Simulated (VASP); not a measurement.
Input of a VASP 6.6.1 run:

The input INCAR:

```
ALGO = Normal ; EDIFF = 1E-6
ENCUT = 520 ; ISIF = 2
ISMEAR = -1 ; LASPH = T
LCHARG = F ; LREAL = Auto
LWAVE = F ; NBANDS = 154
NELM = 60 ; PREC = Accurate
SIGMA = 0.02
```

The input KPOINTS:

```
k-points
0
Gamma
  1 1 1
```

POSCAR

```
CF4
1.0
    8.9958830000      0.0000000000      0.0000000000
    0.0000000000      8.9958830000      0.0000000000
    0.0000000000      0.0000000000      8.9958830000
C F
8 32
Direct
    0.8687974266      0.4395677445      0.8051238550
    0.3046615880      0.3181233015      0.1888197079
    0.8110710199      0.8951316952      0.4811756667
    0.7882939340      0.4466932262      0.2520708640
    0.6556665977      0.9038579092      1.0015803896
    0.2340737424      0.1330831003      0.7135708635
    0.1983796366      0.7709193194      0.0126502312
    0.2573288248      0.6465624331      0.5519858362
    0.9509905809      0.4777296459      0.9214770801
    0.7586470389      0.3571411500      0.8669299056
    0.8050015768      0.5617680888      0.7466304308
    0.9317484454      0.3545510763      0.7040776320
    0.3355201485      0.4346099210      0.2608526589
    0.3490930240      0.3310847862      0.0464990485
    0.3701137509      0.2065166921      0.2583515148
    0.1581167741      0.2764931469      0.1725011319
    0.8924971568      0.8840599639      0.6015084901
    0.7235865562      1.0069495123      0.4771516037
    0.8988333886      0.8956096917      0.3666121491
    0.7298005099      0.7741430163      0.4752618503
    0.8594153570      0.5594448038      0.3222362941
    0.6716516878      0.4057300434      0.3313626911
    0.7304341330      0.5010291930      0.1270581220
    0.8791688376      0.3398999298      0.2241136306
    0.7207963910      0.8758339787      1.1342744231
    0.5959170434      0.7785894948      0.9418753001
    0.5509742623      1.0028365198      1.0277923801
    0.7591250353      0.9532805173      0.9166637672
    0.2327175665      0.1325161743      0.8606492548
    0.1270692382      0.0603720613      0.6643594631
    0.2293382428      0.2626645989      0.6612802768
    0.3581971886      0.0594827656      0.6806780391
    0.2477244313      0.8457869005      0.1240900977
    0.0552030301      0.7620485949     -0.0034126722
    0.2623755778      0.8305799442     -0.1039253178
    0.2526155576      0.6373471064      0.0400850033
    0.2716464854      0.7829248113      0.6154037352
    0.1809716734      0.5581442089      0.6448505389
    0.1689217167      0.6618916676      0.4260837986
    0.3848315946      0.5937827337      0.5096108965
```

Potentials or basis: VASP PAW LDA potentials, release 64 (C, F).

Command:

```sh
$ cat potpaw_LDA.64/C/POTCAR potpaw_LDA.64/F/POTCAR > POTCAR
$ mpirun -np 1 vasp_gam > vasp.out
```

(1) Predict the pressure.

(2) What does it give for the band gap on the k mesh?

(3) Estimate the largest force.

## Answers

(1) 1.8 GPa.

(2) 8.44 eV.

(3) 5.029 eV/Å.

Caveat: the k points lie up to 0.70 Å⁻¹ apart; the atoms stand as in a frame of molecular dynamics.
